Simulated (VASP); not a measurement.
Write the native input for VASP 6.6.1 that does the following.

- Task: relaxation of cell and atoms
- Functional: PBEsol
- Potentials or basis: VASP PAW PBE potentials, release 64 (Al, O)
- Cutoff: 600 eV
- k mesh: 4 × 4 × 2, shifted
- Occupations: gaussian, width 0.01 eV
- Spin: no spin polarisation
- Dipole correction: no
- Further INCAR settings: ALGO = Normal; EDIFF = 1e-07; ISYM = 0; IBRION = 2; EDIFFG = -0.01; NSW = 100; ISIF = 3

The structure of Al2O3 lies in POSCAR:

```
Al2O3
1.0
    2.8843250000      0.0000000000      0.0000000000
   -1.4421620000      2.4978990000      0.0000000000
    0.0000000000      0.0000000000      9.3367540000
Al O
2 3
Direct
    0.0000000000      0.0000000000      0.1499920000
    0.0000000000      0.0000000000      0.8500080000
    0.3333333333      0.6666666667      0.2223170000
    0.6666666667      0.3333333333      0.0000000000
    0.3333333333      0.6666666667      0.7776830000
```

These files were run (other wordings do the same):

INCAR

```
SYSTEM = Al2O3
  PREC = Accurate
  ENCUT = 600
  EDIFF = 1E-7
  ISMEAR = 0
  SIGMA = 0.01
  LREAL = .FALSE.
  LASPH = .TRUE.
  NELM = 100
  ALGO = Normal
  ISIF = 3
  LWAVE = .FALSE.
  LCHARG = .FALSE.
  GGA = PS
  IBRION = 2
  NSW = 100
  EDIFFG = -0.01
  ISYM = 0
```

KPOINTS

```
Automatic mesh
0
Gamma
  4 4 2
  0.5 0.5 0.5
```

Potentials or basis: VASP PAW PBE potentials, release 64 (Al, O).

Command:

```bash
$ cat potpaw_PBE.64/Al/POTCAR potpaw_PBE.64/O/POTCAR > POTCAR
$ mpirun -np 1 vasp_std > vasp.out
```

It gave:

The relaxed volume is 11.02 Å³/atom and the relaxed cell is a = 2.863 Å, b = 2.863 Å, c = 7.759 Å, α = 90.00°, β = 90.00°, γ = 120.00°. The space group after relaxing (to 0.05 Å) is P-6m2 (No. 187). The energy gained by relaxing is 6.4 meV/atom. The ionic steps are 39, the pressure after relaxing is 0.0 GPa and the largest force after relaxing is 0.009 eV/Å. The band gap on the k mesh is 5.82 eV, indirect (least direct gap 5.85 eV).

Caveat: the k points lie up to 0.63 Å⁻¹ apart in the final cell; the volume moved by over 15 % at a fixed basis, so the end points are rough; the PAW data sets were made with another functional, which shifts forces and pressure a little.

Run time: 17 min on 1 thread of Intel(R) Xeon(R) Platinum 8488C (Sapphire Rapids), on a shared host, peak memory 0.24 GiB.
